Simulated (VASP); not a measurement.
Write the native input for VASP 6.6.1 that does the following.

```yaml
Task: single point
Functional: r2SCAN
Potentials_or_basis: VASP PAW PBE potentials, release 64 (Ag)
Cutoff: 520 eV
k_mesh: 18 × 18 × 12
Occupations: gaussian, width 0.1 eV
Spin: no spin polarisation
Dipole_correction: no
Further_INCAR_settings: ALGO = Normal; EDIFF = 1e-06; NBANDS = 18
```

The system is Ag.

```xyz
2
Lattice="2.0522 2.0522 0.0000 -2.0522 2.0522 0.0000 0.0000 0.0000 4.1044" Properties=species:S:1:pos:R:3 pbc="T T T"
Ag    0.0000    0.0000    0.0000
Ag    0.0000    2.0522    2.0522
```

These files were run (other wordings do the same):

POSCAR

```
Ag
1.0
    2.0521781806      2.0521781806      0.0000000000
   -2.0521781806      2.0521781806      0.0000000000
    0.0000000000      0.0000000000      4.1043563612
Ag
2
Direct
    0.0000000000      0.0000000000      0.0000000000
    0.5000000000      0.5000000000      0.5000000000
```

INCAR.step1

```
SYSTEM = Ag
ALGO = Normal
EDIFF = 1E-4
ENCUT = 520
GGA = PE
ISMEAR = 0
LASPH = .TRUE.
LCHARG = .FALSE.
LREAL = .FALSE.
LWAVE = .TRUE.
NBANDS = 18
NELM = 80
PREC = Accurate
SIGMA = 0.1
```

INCAR.step2

```
SYSTEM = Ag
ALGO = Normal
EDIFF = 1E-6
ENCUT = 520
ISIF = 2
ISMEAR = 0
ISTART = 1
LASPH = .TRUE.
LCHARG = .FALSE.
LMIXTAU = .TRUE.
LREAL = .FALSE.
LWAVE = .FALSE.
METAGGA = R2SCAN
NBANDS = 18
NELM = 80
PREC = Accurate
SIGMA = 0.1
```

KPOINTS

```
k-points
0
G
  18 18 12
  0 0 0
```

Potentials or basis: VASP PAW PBE potentials, release 64 (Ag).

Launch:

```bash
$ cat potpaw_PBE.64/Ag/POTCAR > POTCAR
$ cp INCAR.step1 INCAR
$ mpirun -np 1 vasp_std > vasp.out
$ cp INCAR.step2 INCAR
$ mpirun -np 1 vasp_std > vasp.out
```

Results of the run:

```
Pressure               : 0.2 GPa
Band gap on the k mesh : zero (band 11 reaches 14.38 eV, above the bottom of band 12 at 4.55 eV)
```

Caveat: the PAW data sets were made with another functional, which shifts forces and pressure a little.

Wall time 5.9 min on 1 thread of Intel(R) Xeon(R) Platinum 8488C (Sapphire Rapids) (shared host), peak memory 0.31 GiB.
